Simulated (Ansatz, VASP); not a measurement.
# SiC: VASP beside Ansatz

```xyz
12
Lattice="1.5389 -2.6675 0.0000 1.5389 2.6675 0.0000 0.0000 0.0000 15.1219" Properties=species:S:1:pos:R:3 pbc="T T T"
Si    1.5389    1.7784   12.9704
Si    1.5389   -1.7784    5.4094
Si    1.5389   -0.0006    7.9315
Si    1.5389    0.0006    0.3706
Si    1.5389   -1.7789   10.4526
Si    1.5389    1.7789    2.8917
C     1.5389   -0.0010    9.8264
C     1.5389    0.0010    2.2655
C     1.5389    1.7786   14.8600
C     1.5389   -1.7786    7.2991
C     1.5389   -1.7787   12.3424
C     1.5389    1.7787    4.7814
```

Alike in both runs: task electric field gradients; functional LDA; k mesh 16 × 16 × 3; occupations fermi-dirac, width 0.02 eV; no spin polarisation.

```csv
,VASP,Ansatz
version,VASP 6.6.1,Ansatz 0.2.0
potentials or method,"VASP PAW LDA potentials, release 64 (Si, C)","plane-wave PAW, scalar-relativistic"
plane-wave cutoff (eV),520,420
valence electrons in the cell,48,48
```

```tsv
	VASP	Ansatz	Ansatz less VASP
gap on the k mesh at the Fermi level (eV)	1.96	1.97	+0.011
pressure (GPa)	-4.1	-4.5	-0.39
traceless stress, the component that is largest in VASP (GPa)	0.29	0.29	+0.001
rms of the force components (eV/Å)	0.004	0.003	-0.0002
size of Vzz on the site where it differs most (V/Å²)	0.4	0.5	+0.15
```

LDA's correlation is that of Perdew and Zunger in VASP and of Perdew and Wang (1992) in Ansatz. Atom by atom the forces differ by 0.000 eV/Å (rms over components).
